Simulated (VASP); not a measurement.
Here is a VASP 6.6.1 calculation.

Contents of INCAR:

```
SYSTEM = Y
ALGO = Fast
EDIFF = 1E-7
ENCUT = 520
GGA = PE
ISIF = 2
ISMEAR = 0
LASPH = .True.
LCHARG = .False.
LREAL = .False.
LWAVE = .False.
NBANDS = 18
NELM = 100
PREC = Accurate
SIGMA = 0.15
```

Contents of KPOINTS:

```
k-points
0
Gamma
  18 18 8
  0 0 0
```

The input POSCAR:

```
Y
1.0
    3.6514992371      0.0000000000      0.0000000000
   -1.8257496185      3.1622911012      0.0000000000
    0.0000000000      0.0000000000      5.7474000000
Y
2
Direct
    0.3017106911      0.6034213823      0.2500000000
    0.6666666667      0.3333333333      0.7500000000
```

Potentials or basis: VASP PAW PBE potentials, release 64 (Y_sv).

The run is started by

```sh
$ cat potpaw_PBE.64/Y_sv/POTCAR > POTCAR
$ mpirun -np 1 vasp_std > vasp.out
```

Q: Estimate the pressure.

A: -0.5 GPa.

Q: Estimate the largest force.

A: 0.215 eV/Å.

Stress tensor (GPa, compression positive):
```
 0.32  0.00  0.00
 0.00 -1.01  0.00
 0.00  0.00 -0.70
```

Caveat: the cell differs from its parent crystal (atom 1 (Y) moved by (-0.200, +0.000) A along y and z).
